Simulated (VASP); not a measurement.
# SrCl2 (R-3m) in VASP: further runs

SrCl2 is run at these levels: PBE, r2SCAN; tasks: single point.

All numbers are computed with VASP 6.6.1; they aren't measurements. Logs are shortened: lines on timing, memory, paths and dates and some standing lists are left out, and cuts for length are marked.

## 1. The cell of the first run

The structure is trigonal, space group R-3m (No. 166). Conventional cell: a = 5.010 Å, b = 5.010 Å, c = 12.046 Å, α = 90.00°, β = 90.00°, γ = 120.00°. Within 4.0 Å of Sr (site symmetry -3m) lie 8 Cl at 3.02 to 3.06 Å. Cl (site symmetry 3m) has 4 Sr at 3.02 to 3.06 Å and 6 Cl at 3.51 to 3.54 Å within 4.0 Å.

## 2. Single point, PBE (biaxial xy strain +2.0%)

INCAR reads:

```
SYSTEM = SrCl2
PREC = Accurate
ENCUT = 520
EDIFF = 1E-6
ISMEAR = -1
SIGMA = 0.02
LREAL = .FALSE.
LASPH = .TRUE.
NELM = 100
ALGO = Normal
ISIF = 2
LWAVE = .FALSE.
LCHARG = .FALSE.
GGA = PE
NBANDS = 19
```

KPOINTS reads:

```
Automatic mesh
0
G
  6 6 6
  0 0 0
```

POSCAR reads:

```
SrCl2
1.0
    2.5051188968      1.4463310694      4.0153159317
   -2.5051188968      1.4463310694      4.0153159317
    0.0000000000     -2.8926621389      4.0153159316
Sr Cl
1 2
Direct
    0.0000000000      0.0000000000      0.0000000000
    0.2510276427      0.2510276427      0.2510276427
    0.7489723573      0.7489723573      0.7489723573
```

Potentials or basis: VASP PAW PBE potentials, release 64 (Sr_sv, Cl).

On the command line:

```bash
> cat potpaw_PBE.64/Sr_sv/POTCAR potpaw_PBE.64/Cl/POTCAR > POTCAR
> mpirun -np 1 vasp_std > vasp.out
```

OUTCAR:

```text
SYSTEM = SrCl2
   PREC = Accurate
   ENCUT = 520
   EDIFF = 1E-6
   ISMEAR = -1
   LREAL = .FALSE.
   LASPH = .TRUE.
   NELM = 100
   ISIF = 2
   GGA = PE

 ion  position               nearest neighbor table
   1  0.000  0.000  0.000-   2 3.02   3 3.02   3 3.06   2 3.06   3 3.06   3 3.06   2 3.06   2 3.06

   2  0.251  0.251  0.251-   1 3.02   1 3.06   1 3.06   1 3.06
   3  0.749  0.749  0.749-   1 3.02   1 3.06   1 3.06   1 3.06

  LATTYP: Found a trigonal (rhomboedric) cell.
 ALAT       =     4.9487631061
 COS(alpha) =     0.4875006113

  Lattice vectors:

 A1 = (   2.5051188968,   1.4463310694,   4.0153159317)
 A2 = (  -2.5051188968,   1.4463310694,   4.0153159317)
 A3 = (   0.0000000000,  -2.8926621389,   4.0153159316)

Analysis of symmetry for initial positions (statically):
=====================================================================
 Subroutine PRICEL returns:
 Original cell was already a primitive cell.

 Routine SETGRP: Setting up the symmetry group for a
 trigonal (rhombohedral) supercell.

 Subroutine GETGRP returns: Found 12 space group operations
 (whereof 12 operations were pure point group operations)
 out of a pool of 12 trial point group operations.

The static configuration has the point symmetry D_3d.

Analysis of symmetry for dynamics (positions and initial velocities):
=====================================================================
 Subroutine PRICEL returns:
 Original cell was already a primitive cell.

 Routine SETGRP: Setting up the symmetry group for a
 trigonal (rhombohedral) supercell.

 Subroutine GETGRP returns: Found 12 space group operations
 (whereof 12 operations were pure point group operations)
 out of a pool of 12 trial point group operations.

The dynamic configuration has the point symmetry D_3d.

 Subroutine INISYM returns: Found 12 space group operations
 (whereof 12 operations are pure point group operations),
 and found     1 'primitive' translations

----------------------------------------------------------------------------------------

                                     Primitive cell

  volume of cell :      87.2905

  direct lattice vectors                    reciprocal lattice vectors
     2.505118897  1.446331069  4.015315932     0.199591325  0.115234105  0.083015469
    -2.505118897  1.446331069  4.015315932    -0.199591325  0.115234105  0.083015469
     0.000000000 -2.892662139  4.015315932     0.000000000 -0.230468210  0.083015469
[... 85 lines left out ...]
   NELM   =    100;   NELMIN=  2; NELMDL= -5     # of ELM steps
   EDIFF  = 0.1E-05   stopping-criterion for ELM
   LREAL  =      F    real-space projection
   EDIFFG = 0.1E-04   stopping-criterion for IOM
   NSW    =      0    number of steps for IOM
   IBRION =     -1    ionic relax: 0-MD 1-quasi-New 2-CG
   NFREE  =      0    steps in history (QN), initial steepest desc. (CG)
   ISIF   =      2    stress and relaxation
   ISYM   =      2    0-nonsym 1-usesym 2-fastsym
   POTIM  = 0.5000    time-step for ionic-motion
   TEBEG  =    0.0;   TEEND  =   0.0 temperature during run
   PSTRESS=    0.0 pullay stress
   NELECT =      24.0000    total number of electrons
   NUPDOWN=      -1.0000    fix difference up-down
   EMIN   =  10.00;   EMAX   =-10.00  energy-range for DOS
   EFERMI =   0.00;   METHOD = LEGACY
   ISMEAR =    -1;   SIGMA  =   0.02  broadening in eV -4-tet -1-fermi 0-gaus
   EFERMI_NEDOS =   21; number of points for ismear=-14 and -15
   IALGO  =     38    algorithm
   IMIX   =      4    mixing-type and parameters
     AMIX     =   0.40;   BMIX     =  1.00
     AMIX_MAG =   1.60;   BMIX_MAG =  1.00
  volume/ion in A,a.u.               =      29.10       196.36
  Fermi-wavevector in a.u.,A,eV,Ry     =   1.064526  2.011662 15.418332  1.133215
  Thomas-Fermi vector in A             =   2.200047
   LORBIT       =      0    0 simple, 1 ext, 2 COOP (PROOUT), +10 PAW based schemes
   GGA     = PE    functional components
   LHFCALC =     F    Hartree Fock is set to
   AEXX    =    0.0000 exact exchange contribution
   IVDW    =     0    specifies the selected vdW correction
   LEPSILON=     F    determine dielectric tensor
   LRPA    =     F    only Hartree local field effects (RPA)
 non-spin polarized calculation
  energy-cutoff  :      520.00
  volume of cell :       87.29
 maximum number of plane-waves:      2378
 NGX is ok and might be reduce to    40
   NGX = 19   NGY = 19   NGZ = 19

 number of electron      23.9999999 magnetization

 Free energy of the ion-electron system (eV)
  ---------------------------------------------------
  ext. energy  EPLUGINS =         0.00000000
  ---------------------------------------------------
  free energy    TOTEN  =       -12.79034512 eV

  energy without entropy =      -12.79034512  energy(sigma->0) =      -12.79034512

 E-fermi :   0.3647     XC(G=0):  -8.1640

 val. band max:       -0.0272013300   @ k =   0.5000   0.5000   0.0000
 cond. band min:       5.2035523091   @ k =   0.0000   0.0000   0.0000
 fundamental gap:      5.2307536390
 Fermi energy:         0.3646829308

 k-point     1 :       0.0000    0.0000    0.0000
  band No.  band energies     occupation
      1     -33.0067      2.00000
      2     -14.9873      2.00000
      3     -14.9873      2.00000
      4     -14.9858      2.00000
      5     -13.2473      2.00000
      6     -12.4521      2.00000
[... 505 lines left out ...]
      6     -12.6103      2.00000
[... 11 lines left out ...]
     18       9.3285      0.00000
     19       9.8216      0.00000

 [... further k-points ...]

------------------------ aborting loop because EDIFF is reached ----------------------------------------

  FORCE on cell =-STRESS in cart. coord.  units (eV):
  Direction    XX          YY          ZZ          XY          YZ          ZX
  --------------------------------------------------------------------------------------
  -------------------------------------------------------------------------------------
  Total       -0.0204068     -0.0204068      0.1555906     -0.0000000     -0.0000000      0.0000000
  in kB       -0.3745583     -0.3745583      2.8557947     -0.0000000     -0.0000000      0.0000000
  external PRESSURE =       0.7022260 kB  Pullay stress =       0.0000000 kB

 VOLUME and BASIS-vectors are now :
 -----------------------------------------------------------------------------
  energy-cutoff  :      520.00
  volume of cell :       87.29
      direct lattice vectors                 reciprocal lattice vectors
     2.505118897  1.446331069  4.015315932     0.199591325  0.115234105  0.083015469
    -2.505118897  1.446331069  4.015315932    -0.199591325  0.115234105  0.083015469
     0.000000000 -2.892662139  4.015315932     0.000000000 -0.230468210  0.083015469

 POSITION                                       TOTAL-FORCE (eV/Angst)
 -----------------------------------------------------------------------------------
      0.00000      0.00000      0.00000        -0.000000      0.000000      0.000000
      0.00000     -0.00000      3.02387         0.000000      0.000000     -0.000918
      0.00000     -0.00000      9.02208         0.000000     -0.000000      0.000918
 -----------------------------------------------------------------------------------
    total drift:                               -0.000000      0.000000     -0.000000

  FREE ENERGIE OF THE ION-ELECTRON SYSTEM (eV)
  ---------------------------------------------------
  free  energy   TOTEN  =       -12.7903451207 eV

  energy  without entropy=      -12.7903451206  energy(sigma->0) =      -12.79034512
```

OSZICAR:

```text
N       E                     dE             d eps       ncg     rms          rms(c)
DAV:   1     0.141084553368E+03    0.14108E+03   -0.11343E+04  1216   0.113E+03
DAV:   2    -0.372137150680E+01   -0.14481E+03   -0.14087E+03  1594   0.222E+02
DAV:   3    -0.127794323740E+02   -0.90581E+01   -0.90291E+01  1558   0.552E+01
DAV:   4    -0.130740774745E+02   -0.29465E+00   -0.29410E+00  2031   0.866E+00
DAV:   5    -0.130777755344E+02   -0.36981E-02   -0.36974E-02  1669   0.845E-01    0.121E+01
DAV:   6    -0.127716025773E+02    0.30617E+00   -0.62077E-01  1400   0.437E+00    0.784E+00
DAV:   7    -0.127804087704E+02   -0.88062E-02   -0.35859E-01  1641   0.357E+00    0.218E+00
DAV:   8    -0.127878565528E+02   -0.74478E-02   -0.53389E-02  1374   0.128E+00    0.390E-01
DAV:   9    -0.127888867832E+02   -0.10302E-02   -0.20939E-03  1507   0.266E-01    0.140E-01
DAV:  10    -0.127902299056E+02   -0.13431E-02   -0.96165E-04  1295   0.180E-01    0.341E-02
DAV:  11    -0.127903227941E+02   -0.92889E-04   -0.61328E-05  1575   0.444E-02    0.414E-02
DAV:  12    -0.127903435102E+02   -0.20716E-04   -0.21046E-05  1313   0.234E-02    0.431E-03
DAV:  13    -0.127903451041E+02   -0.15939E-05   -0.17348E-06  1451   0.732E-03    0.435E-03
DAV:  14    -0.127903451207E+02   -0.16575E-07   -0.35424E-07  1028   0.394E-03
   1 F= -.12790345E+02 E0= -.12790345E+02  d E =-.413371E-10
```

stdout:

```text
POSCAR found type information on POSCAR SrCl
 POSCAR found :  2 types and       3 ions
 scaLAPACK will be used
 LDA part: xc-table for (Slater+PW92), standard interpolation
 POSCAR, INCAR and KPOINTS ok, starting setup
 FFT: planning ... GRIDC
 FFT: planning ... GRID_SOFT
 FFT: planning ... GRID
 WAVECAR not read
 entering main loop
```

Run time: 51 s. Hardware: 1 thread of Intel Xeon Platinum 8259CL at 2.50GHz (Skylake/Cascade Lake), shared host; peak memory 0.25 GiB.

What came out:

```yaml
Free_energy: -12.7903 eV
Pressure: 0.1 GPa
Band_gap_on_the_k_mesh: 5.23 eV (least direct gap 5.52 eV)
```

Stress tensor (GPa, compression positive):
```
-0.04  0.00  0.00
 0.00 -0.04  0.00
 0.00  0.00  0.29
```

Levels at points of the mesh, in eV from the valence-band top:
| k point | band 9 | band 10 | band 11 | band 12 | band 13 | band 14 | band 15 | band 16 |
| --- | --- | --- | --- | --- | --- | --- | --- | --- |
| (0.00, 0.00, 0.00) | -2.01 | -0.34 | -0.32 | -0.32 | 5.23 | 6.10 | 6.10 | 8.92 |
| (0.50, 0.00, 0.00) | -1.44 | -1.27 | -1.04 | -0.99 | 6.63 | 6.73 | 7.39 | 7.82 |
| (0.50, 0.50, 0.00) | -1.79 | -0.40 | -0.36 | 0.00 | 5.52 | 6.96 | 7.53 | 7.90 |
| (0.50, 0.50, 0.50) | -1.45 | -1.27 | -1.00 | -1.00 | 6.71 | 6.71 | 7.46 | 7.86 |

Caveat: the cell differs from its parent crystal (biaxial xy strain +2.0%).

## 3. Single point, r2SCAN (strain -1.8%)

POSCAR reads:

```
SrCl2
1.0
    2.4125004969      1.3928578113      3.9430402449
   -2.4125004969      1.3928578113      3.9430402449
    0.0000000000     -2.7857156226      3.9430402449
Sr Cl
1 2
Direct
    0.0000000000      0.0000000000      0.0000000000
    0.2499511381      0.2499511381      0.2499511381
    0.7500488619      0.7500488619      0.7500488619
```

INCAR.step1 reads:

```
ALGO     = Normal         # electronic algorithm
EDIFF    = 1E-4           # SCF threshold, eV
ENCUT    = 520            # plane-wave cutoff, eV
GGA      = PE             # functional
ISMEAR   = 0              # smearing method
LASPH    = True           # aspherical terms in the spheres
LCHARG   = False          # write CHGCAR
LREAL    = False          # projectors in reciprocal space
LWAVE    = True           # write WAVECAR
NBANDS   = 19             # bands
NELM     = 60             # most SCF steps
PREC     = Accurate       # precision mode
SIGMA    = 0.01           # smearing width, eV
```

INCAR.step2 reads:

```
ALGO     = Normal         # electronic algorithm
EDIFF    = 1E-6           # SCF threshold, eV
ENCUT    = 520            # plane-wave cutoff, eV
ISIF     = 2              # what is computed and relaxed
ISMEAR   = 0              # smearing method
ISTART   = 1            
LASPH    = True           # aspherical terms in the spheres
LCHARG   = False          # write CHGCAR
LMIXTAU  = True         
LREAL    = False          # projectors in reciprocal space
LWAVE    = False          # write WAVECAR
METAGGA  = R2SCAN         # meta-GGA
NBANDS   = 19             # bands
NELM     = 60             # most SCF steps
PREC     = Accurate       # precision mode
SIGMA    = 0.01           # smearing width, eV
```

KPOINTS reads:

```
k-points
0
Gamma
  6 6 6
```

Potentials or basis: VASP PAW PBE potentials, release 64 (Sr_sv, Cl).

On the command line:

```bash
> cat potpaw_PBE.64/Sr_sv/POTCAR potpaw_PBE.64/Cl/POTCAR > POTCAR
> cp INCAR.step1 INCAR
> mpirun -np 1 vasp_std > vasp.out
> cp INCAR.step2 INCAR
> mpirun -np 1 vasp_std > vasp.out
```

Run time: 2.2 min. Hardware: 1 thread of Intel Xeon Platinum 8259CL at 2.50GHz (Skylake/Cascade Lake), shared host; peak memory 0.24 GiB.

It converged, with:

```yaml
Free_energy: -35.6346 eV
Pressure: 3.3 GPa
Band_gap_on_the_k_mesh: 5.95 eV
```

Levels at points of the mesh, in eV from the valence-band top:
```tsv
k point	band 10	band 11	band 12	band 13	band 14	band 15
(0.00, 0.00, 0.00)	-0.38	-0.38	-0.38	6.22	6.65	6.65
(0.50, 0.00, 0.00)	-1.47	-1.16	-1.16	7.33	7.34	8.31
(0.50, 0.50, 0.00)	-0.46	-0.45	0.00	5.95	7.97	8.38
(0.50, 0.50, 0.50)	-1.47	-1.16	-1.16	7.34	7.34	8.31
```

Caveat: the cell differs from its parent crystal (strain -1.8%); the cell stands under pressure; the PAW data sets were made with another functional, which shifts forces and pressure a little.

## 4. Single point, r2SCAN (uniaxial z strain +0.4%)

POSCAR reads:

```
SrCl2
1.0
    2.4567214836      1.4183888098      4.0297710690
   -2.4567214836      1.4183888098      4.0297710690
    0.0000000000     -2.8367776197      4.0297710690
Sr Cl
1 2
Direct
    0.0000000000      0.0000000000      0.0000000000
    0.2497156427      0.2497156427      0.2497156427
    0.7502843573      0.7502843573      0.7502843573
```

INCAR.step1 reads:

```
SYSTEM = SrCl2
PREC = Accurate ; ENCUT = 520
ISMEAR = 0 ; SIGMA = 0.01
LREAL = .False. ; LASPH = .True.
NELM = 60 ; NBANDS = 19
GGA = PE ; ALGO = Normal
EDIFF = 1E-4 ; LWAVE = .True.
LCHARG = .False.
```

INCAR.step2 reads:

```
SYSTEM = SrCl2
PREC = Accurate ; ENCUT = 520
EDIFF = 1E-6 ; ISMEAR = 0
SIGMA = 0.01 ; LREAL = .False.
LASPH = .True. ; NELM = 60
ALGO = Normal ; ISIF = 2
LWAVE = .False. ; LCHARG = .True.
METAGGA = R2SCAN ; LMIXTAU = .True.
LELF = .True. ; LVHAR = .True.
NBANDS = 19 ; ISTART = 1
```

KPOINTS reads:

```
regular mesh
0
Gamma
  6 6 6
  0 0 0
```

On the command line:

```bash
> cat potpaw_PBE.64/Sr_sv/POTCAR potpaw_PBE.64/Cl/POTCAR > POTCAR
> cp INCAR.step1 INCAR
> mpirun -np 1 vasp_std > vasp.out
> cp INCAR.step2 INCAR
> mpirun -np 1 vasp_std > vasp.out
```

It took 3.1 min on 1 thread of Intel Xeon Platinum 8259CL at 2.50GHz (Skylake/Cascade Lake), shared host; peak memory 0.28 GiB.

The run converged. Its results:

```
Free energy            : -35.6936 eV
Pressure               : 0.6 GPa
Band gap on the k mesh : 5.99 eV
```

Stress tensor (GPa, compression positive):
```
0.67 0.00 0.00
0.00 0.67 0.00
0.00 0.00 0.59
```

Levels at points of the mesh, in eV from the valence-band top:
| k point | band 9 | band 10 | band 11 | band 12 | band 13 | band 14 | band 15 | band 16 |
| --- | --- | --- | --- | --- | --- | --- | --- | --- |
| (0.00, 0.00, 0.00) | -2.17 | -0.35 | -0.35 | -0.35 | 6.00 | 6.69 | 6.69 | 9.60 |
| (0.50, 0.00, 0.00) | -1.50 | -1.36 | -1.08 | -1.07 | 7.29 | 7.32 | 8.24 | 8.29 |
| (0.50, 0.50, 0.00) | -1.93 | -0.41 | -0.40 | 0.00 | 5.99 | 7.81 | 8.24 | 8.73 |
| (0.50, 0.50, 0.50) | -1.50 | -1.36 | -1.08 | -1.08 | 7.29 | 7.29 | 8.23 | 8.26 |

Caveat: the cell differs from its parent crystal (uniaxial z strain +0.4%); the PAW data sets were made with another functional, which shifts forces and pressure a little. A k mesh can miss the band edges.

## 5. Single point, r2SCAN (biaxial xy strain +2.0%)

POSCAR reads:

```
SrCl2
1.0
    2.5051188968      1.4463310694      4.0153159317
   -2.5051188968      1.4463310694      4.0153159317
    0.0000000000     -2.8926621389      4.0153159316
Sr Cl
1 2
Direct
    0.0000000000      0.0000000000      0.0000000000
    0.2510276427      0.2510276427      0.2510276427
    0.7489723573      0.7489723573      0.7489723573
```

INCAR.step1 reads:

```
SYSTEM = SrCl2
  PREC = Accurate
  ENCUT = 520
  ISMEAR = 0
  SIGMA = 0.01
  LREAL = .False.
  LASPH = .True.
  NELM = 60
  NBANDS = 19
  GGA = PE
  ALGO = Normal
  EDIFF = 1E-4
  LWAVE = .True.
  LCHARG = .False.
```

INCAR.step2 reads:

```
SYSTEM = SrCl2
  PREC = Accurate
  ENCUT = 520
  EDIFF = 1E-6
  ISMEAR = 0
  SIGMA = 0.01
  LREAL = .False.
  LASPH = .True.
  NELM = 60
  ALGO = Normal
  ISIF = 2
  LWAVE = .False.
  LCHARG = .True.
  METAGGA = R2SCAN
  LMIXTAU = .True.
  LELF = .True.
  LVHAR = .True.
  NBANDS = 19
  ISTART = 1
```

KPOINTS reads:

```
Automatic mesh
0
Gamma
  6 6 6
  0 0 0
```

On the command line:

```bash
> cat potpaw_PBE.64/Sr_sv/POTCAR potpaw_PBE.64/Cl/POTCAR > POTCAR
> cp INCAR.step1 INCAR
> mpirun -np 1 vasp_std > vasp.out
> cp INCAR.step2 INCAR
> mpirun -np 1 vasp_std > vasp.out
```

Run time: 3.1 min. Hardware: 1 thread of Intel Xeon Platinum 8259CL at 2.50GHz (Skylake/Cascade Lake), shared host; peak memory 0.28 GiB.

It converged, with:

```yaml
Free_energy: -35.6930 eV
Pressure: -0.7 GPa
Band_gap_on_the_k_mesh: 5.86 eV (least direct gap 6.00 eV)
```

Stress tensor (GPa, compression positive):
```
-0.80  0.00  0.00
 0.00 -0.80  0.00
 0.00  0.00 -0.44
```

Levels at points of the mesh, in eV from the valence-band top:
| k point | band 8 | band 9 | band 10 | band 11 | band 12 | band 13 | band 14 | band 15 | band 16 | band 17 |
| --- | --- | --- | --- | --- | --- | --- | --- | --- | --- | --- |
| (0.00, 0.00, 0.00) | -2.06 | -2.03 | -0.36 | -0.33 | -0.33 | 5.86 | 6.70 | 6.70 | 9.51 | 9.51 |
| (0.50, 0.00, 0.00) | -1.48 | -1.43 | -1.29 | -1.06 | -1.01 | 7.21 | 7.31 | 8.13 | 8.18 | 9.17 |
| (0.50, 0.50, 0.00) | -1.87 | -1.83 | -0.40 | -0.36 | 0.00 | 6.00 | 7.71 | 8.15 | 8.61 | 8.65 |
| (0.50, 0.50, 0.50) | -1.52 | -1.44 | -1.30 | -1.02 | -1.02 | 7.30 | 7.30 | 8.22 | 8.22 | 9.23 |

Caveat: the cell differs from its parent crystal (biaxial xy strain +2.0%); the PAW data sets were made with another functional, which shifts forces and pressure a little.

## 6. The runs side by side

| level | cell | smearing | gap on the mesh (eV) | pressure (GPa) |
| --- | --- | --- | --- | --- |
| PBE | a = 4.949 Å, angles 60.8°, 3 atoms, atomic positions A | fermi-dirac 0.02 eV | 5.23 | 0.1 |
| r2SCAN | a = 4.828 Å, angles 60.0°, 3 atoms, atomic positions B | gaussian 0.01 eV | 5.95 | 3.3 |
| r2SCAN | a = 4.928 Å, angles 59.8°, 3 atoms, atomic positions B | gaussian 0.01 eV | 5.99 | 0.6 |
| r2SCAN | a = 4.949 Å, angles 60.8°, 3 atoms, atomic positions A | gaussian 0.01 eV | 5.86 | -0.7 |

Alike in all rows: task single point; potentials or basis VASP PAW PBE potentials, release 64 (Sr_sv, Cl); no spin polarisation; k mesh 6 × 6 × 6; cutoff (eV) 520.

Caveats: the PAW data sets were made with another functional, which shifts forces and pressure a little (at least some runs); the cell stands under pressure (at least some runs).

Absolute energies hang on the potentials; compare differences alone.
